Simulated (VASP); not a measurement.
Set up this calculation in VASP 6.6.1, as the native input.

| Item | Value |
| --- | --- |
| Task | single point |
| Functional | PBE |
| Potentials or basis | VASP PAW PBE potentials, release 64 (Zn, S) |
| Cutoff | 520 eV |
| k mesh | 12 × 12 × 4 |
| Occupations | gaussian, width 0.02 eV |
| Spin | no spin polarisation |
| Dipole correction | no |
| Further INCAR settings | ALGO = Normal; EDIFF = 1e-07; NBANDS = 26 |

The structure of ZnS lies in POSCAR:

```
ZnS
1.0
    3.8440669355      0.0000000000      0.0000000000
   -1.9220334677      3.3290596200      0.0000000000
    0.0000000000      0.0000000000      6.2415966307
Zn S
2 2
Direct
    0.3333333333      0.6666666667     -0.0005970706
    0.6666666667      0.3333333333      0.4994029294
    0.3333333333      0.6666666667      0.3755970706
    0.6666666667      0.3333333333      0.8755970706
```

This cell differs from its parent crystal: strain along c alone, the other axes held: -1.0 %, then relaxed in part.

One way to write it, as run:

INCAR

```
PREC = Accurate
ENCUT = 520
EDIFF = 1E-7
ISMEAR = 0
SIGMA = 0.02
LREAL = False
LASPH = True
NELM = 100
ALGO = Normal
ISIF = 2
LWAVE = False
LCHARG = True
GGA = PE
LELF = True
LVHAR = True
NBANDS = 26
```

KPOINTS

```
Automatic mesh
0
Gamma
  12 12 4
```

Potentials or basis: VASP PAW PBE potentials, release 64 (Zn, S).

Launch:

```console
$ cat potpaw_PBE.64/Zn/POTCAR potpaw_PBE.64/S/POTCAR > POTCAR
$ mpirun -np 1 vasp_std > vasp.out
```

Results of the run:

The pressure is 0.9 GPa and the band gap on the k mesh is 2.16 eV.

Caveat: the cell differs from its parent crystal (strain along c alone, the other axes held: -1.0 %, then relaxed in part).

Wall time 57 s on 1 thread of Intel(R) Xeon(R) 6975P-C (Granite Rapids), on a shared host, peak memory 0.25 GiB.
